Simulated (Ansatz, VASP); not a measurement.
**Ta3Cu in VASP and in Ansatz**

```xyz
4
Lattice="-1.9794 1.9794 4.1513 1.9794 -1.9794 4.1513 1.9794 1.9794 -4.1513" Properties=species:S:1:pos:R:3 pbc="T T T"
Ta    0.0000    0.0000    4.1513
Ta    1.9794    0.0000    2.0756
Ta    0.0000    1.9794    2.0756
Cu    0.0000    0.0000    0.0000
```

Alike in both runs: task single point; functional r2SCAN; k mesh 9 × 9 × 9; occupations fermi-dirac, width 0.05 eV; no spin polarisation.

|  | VASP | Ansatz |
| --- | --- | --- |
| version | VASP 6.6.1 | Ansatz 0.2.0 |
| potentials or method | VASP PAW PBE potentials, release 64 (Ta_pv, Cu) | Ansatz PAW |
| plane-wave cutoff (eV) | 520 | 500 |
| valence electrons in the cell | 44 | 58 |

|  | VASP | Ansatz | Ansatz less VASP |
| --- | --- | --- | --- |
| gap on the k mesh at the Fermi level (eV) | none | none | - |
| pressure (GPa) | 6.0 | 5.2 | -0.73 |
| traceless stress, the component that is largest in VASP (GPa) | 0.19 | 0.30 | +0.113 |

VASP's potentials were made for PBE, not for r2SCAN. A gap of «none» marks a metal or a gap that the smearing closes. VASP's potentials hold 44 valence electrons a cell and Ansatz's 58, so a difference there can come from the potentials and not from the codes.

Neither program's run includes spin-orbit coupling.
